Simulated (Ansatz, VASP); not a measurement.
# One calculation of Cs, two programs

Contents of INCAR:

```
PREC = Accurate
ENCUT = 520
EDIFF = 1E-6
ISMEAR = -1
SIGMA = 0.1
LREAL = False
LASPH = True
NELM = 60
ALGO = Normal
ISIF = 2
LWAVE = False
LCHARG = False
GGA = B5
ALDAX = 1.0
AGGAX = 1.0
AGGAC = 1.0
ALDAC = 0.0
NBANDS = 10
```

Contents of KPOINTS:

```
Automatic mesh
0
Gamma
  12 12 12
```

The input POSCAR:

```
Cs
1.0
   -3.0125934236      3.0125934236      3.0125934236
    3.0125934236     -3.0125934236      3.0125934236
    3.0125934236      3.0125934236     -3.0125934236
Cs
1
Direct
    0.0000000000      0.0000000000      0.0000000000
```

Input for Ansatz:

```yaml
crystal:
  lattice:
    - [-3.0125934236, 3.0125934236, 3.0125934236]
    - [3.0125934236, -3.0125934236, 3.0125934236]
    - [3.0125934236, 3.0125934236, -3.0125934236]
  atoms:
    - { symbol: Cs, position: [0.0, 0.0, 0.0] }
hamiltonian:
  xc: blyp
  pseudopotentials:
    kind: paw
    azcp:
      Cs: "pseudopotentials/Cs.paw.azcp"
basis:
  ecutwfc: 420
  fft_grid_basis: typed
kpoints:
  mp_grid: { grid: [12, 12, 12], shift: [0, 0, 0] }
magnetization:
  spin_polarized: false
scf:
  occupations: { method: fermi_dirac, width: 0.1 }
output:
  stress: true
```

Alike in both runs: task single point; functional BLYP; k mesh 12 × 12 × 12; occupations fermi-dirac, width 0.1 eV; no spin polarisation.

|  | VASP | Ansatz |
| --- | --- | --- |
| version | VASP 6.6.1 | Ansatz 0.2.0 |
| potentials or method | VASP PAW PBE potentials, release 64 (Cs_sv), cutoff 520 eV | plane waves (420 eV) with PAW, scalar-relativistic |
| valence electrons in the cell | 9 | 9 |

|  | VASP | Ansatz | Ansatz less VASP |
| --- | --- | --- | --- |
| pressure (GPa) | 0.3 | 0.3 | 0.00 |

VASP's potentials were made for PBE, not for BLYP.

Spin-orbit coupling is off throughout.
